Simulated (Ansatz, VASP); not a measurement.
**MgCd2Se3: VASP beside Ansatz**

```
Mg Cd Se
1.0
     5.28855    0.00000    0.00000
    -2.64428    4.58002    0.00000
     0.00000    0.00000    5.54951
Mg Cd Se
1 2 3
Direct
  0.00000 0.00000 0.00000
  0.33333 0.66667 0.50000
  0.66667 0.33333 0.50000
  0.33333 0.66667 0.00000
  0.66667 0.33333 0.00000
  0.00000 0.00000 0.50000
```

Alike in both runs: functional PBE; k mesh 6 × 6 × 4; occupations gaussian, width 0.1 eV; no spin polarisation.

Ansatz relaxed the structure, and its values are those at the end. VASP's run is a single point on that final structure, the one shown.

|  | VASP | Ansatz |
| --- | --- | --- |
| version | VASP 6.6.1 | Ansatz 0.2.0 |
| potentials or method | VASP PAW PBE potentials, release 64 (Mg, Cd, Se), cutoff 520 eV | scalar-relativistic, plane waves, PAW |
| valence electrons in the cell | 44 | 98 |

|  | VASP | Ansatz | Ansatz less VASP |
| --- | --- | --- | --- |
| gap on the k mesh at the Fermi level (eV) | none | none | - |
| pressure (GPa) | 0.2 | 0.1 | -0.15 |

A gap of «none» marks a metal or a gap that the smearing closes. The functional is the same, so the differences come from potentials, cutoffs and numerics. VASP's potentials hold 44 valence electrons a cell and Ansatz's 98, so a difference there can come from the potentials and not from the codes.
